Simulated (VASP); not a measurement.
A run of VASP 6.6.1 is set up as follows.

POSCAR

```
Cd
1.0
    2.9799995955      0.0000000000      0.0000000000
   -1.4899997978      2.5807553530      0.0000000000
    0.0000000000      0.0000000000      5.6202792372
Cd
2
Direct
    0.3333333333      0.6666666667      0.7500000000
    0.6666666667      0.3333333333      0.2500000000
```

The input INCAR.step1:

```
PREC     = Accurate       # precision mode
ENCUT    = 520            # plane-wave cutoff, eV
ISMEAR   = 0              # smearing method
SIGMA    = 0.05           # smearing width, eV
LREAL    = F              # projectors in reciprocal space
LASPH    = T              # aspherical terms in the spheres
NELM     = 80             # most SCF steps
NBANDS   = 19             # bands
GGA      = PE             # functional
ALGO     = Normal         # electronic algorithm
EDIFF    = 1E-4           # SCF threshold, eV
LWAVE    = T              # write WAVECAR
LCHARG   = F              # write CHGCAR
```

The input INCAR.step2:

```
PREC     = Accurate       # precision mode
ENCUT    = 520            # plane-wave cutoff, eV
EDIFF    = 1E-6           # SCF threshold, eV
ISMEAR   = 0              # smearing method
SIGMA    = 0.05           # smearing width, eV
LREAL    = F              # projectors in reciprocal space
LASPH    = T              # aspherical terms in the spheres
NELM     = 80             # most SCF steps
ALGO     = Normal         # electronic algorithm
ISIF     = 2              # what is computed and relaxed
LWAVE    = F              # write WAVECAR
LCHARG   = F              # write CHGCAR
METAGGA  = R2SCAN         # meta-GGA
LMIXTAU  = T            
NBANDS   = 19             # bands
ISTART   = 1
```

The input KPOINTS:

```
Automatic mesh
0
Gamma
  14 14 6
```

Potentials or basis: VASP PAW PBE potentials, release 64 (Cd).

Command:

```console
$ cat potpaw_PBE.64/Cd/POTCAR > POTCAR
$ cp INCAR.step1 INCAR
$ mpirun -np 1 vasp_std > vasp.out
$ cp INCAR.step2 INCAR
$ mpirun -np 1 vasp_std > vasp.out
```

Q: Estimate the pressure.

A: 0.9 GPa.

Q: Estimate the band gap on the k mesh.

A: Zero (band 12 reaches 4.32 eV, above the bottom of band 13 at -0.15 eV).

Stress tensor (GPa, compression positive):
```
0.51 0.00 0.00
0.00 0.51 0.00
0.00 0.00 1.69
```

Caveat: the PAW data sets were made with another functional, which shifts forces and pressure a little.
